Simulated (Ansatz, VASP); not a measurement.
# ZnSe: VASP beside Ansatz

The input INCAR:

```
SYSTEM = ZnSe
ALGO = Normal
EDIFF = 1E-7
ENCUT = 520
ISIF = 2
ISMEAR = 0
LASPH = .TRUE.
LCHARG = .FALSE.
LREAL = .FALSE.
LWAVE = .FALSE.
NBANDS = 16
NELM = 100
PREC = Accurate
SIGMA = 0.05
```

File KPOINTS:

```
k-points
0
G
  10 10 10
  0 0 0
```

Contents of POSCAR:

```
ZnSe
1.0
    0.0000000000      2.7459886419      2.7459886419
    2.7459886419      0.0000000000      2.7459886419
    2.7459886419      2.7459886419      0.0000000000
Zn Se
1 1
Direct
    0.0000000000      0.0000000000      0.0000000000
    0.7500000000      0.7500000000      0.7500000000
```

Input for Ansatz:

```yaml
crystal:
  lattice:
    - [0.0, 2.7459886419, 2.7459886419]
    - [2.7459886419, 0.0, 2.7459886419]
    - [2.7459886419, 2.7459886419, 0.0]
  atoms:
    - { symbol: Zn, position: [0.0, 0.0, 0.0] }
    - { symbol: Se, position: [0.75, 0.75, 0.75] }
basis:
  ecutwfc: 520.0
kpoints:
  mp_grid: { grid: [10, 10, 10] }
hamiltonian:
  xc: lda
  pseudopotentials: { kind: paw, azcp: { folder: soft_1 } }
scf:
  occupations: { method: gaussian, width: 0.05 }
output:
  forces: true
  stress: true
  eigenvalues: true
```

Alike in both runs: task single point; functional LDA; k mesh 10 × 10 × 10; occupations gaussian, width 0.05 eV; no spin polarisation.

```csv
,VASP,Ansatz
version,VASP 6.6.1,Ansatz 0.2.0
potentials or method,"VASP PAW LDA potentials, release 64 (Zn, Se), cutoff 520 eV","scalar-relativistic, plane waves, PAW"
valence electrons in the cell,18,28
```

Ansatz gave:

| Item | Value |
| --- | --- |
| gap on the k mesh at the Fermi level (eV) | 1.42 |
| least direct gap on the mesh (eV) | 1.42 |
| pressure (GPa) | 3.2 |

Problem. Estimate VASP's values.

Solution. gap on the k mesh at the Fermi level (eV): 1.47; least direct gap on the mesh (eV): 1.47; pressure (GPa): 3.7.

Ansatz warns that its potentials were made for another functional, while VASP's fit it. LDA's correlation is that of Perdew and Zunger in VASP and of Perdew and Wang (1992) in Ansatz. VASP's potentials hold 18 valence electrons a cell and Ansatz's 28, so a difference there can come from the potentials and not from the codes.
